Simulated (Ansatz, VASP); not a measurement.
FeSi in VASP and in Ansatz

```
CELL_PARAMETERS angstrom
4.01816 0.00000 0.00000
0.00000 4.01816 0.00000
0.00000 0.00000 4.01816
ATOMIC_POSITIONS crystal
Fe 0.14274 0.14274 0.14274
Fe 0.35726 0.85726 0.64274
Fe 0.64274 0.35726 0.85726
Fe 0.85726 0.64274 0.35726
Si 0.84400 0.84400 0.84400
Si 0.65600 0.15600 0.34400
Si 0.34400 0.65600 0.15600
Si 0.15600 0.34400 0.65600
```

Alike in both runs: task relaxation of the atoms; functional r2SCAN; k mesh 8 × 8 × 8; occupations gaussian, width 0.05 eV; no spin polarisation.

```csv
,VASP,Ansatz
version,VASP 6.6.1,Ansatz 0.2.0
potentials or method,"VASP PAW PBE potentials, release 64 (Fe, Si), cutoff 520 eV","scalar-relativistic, plane waves, PAW"
valence electrons in the cell,48,80
```

```csv
,VASP,Ansatz,Ansatz less VASP
"gap on the k mesh at the Fermi level, each at its own relaxed structure (eV)",0.30,0.30,+0.002
```

VASP's potentials were made for PBE, not for r2SCAN. VASP's potentials hold 48 valence electrons a cell and Ansatz's 80, so a difference there can come from the potentials and not from the codes. Ansatz's warnings: stress scf threshold loose.
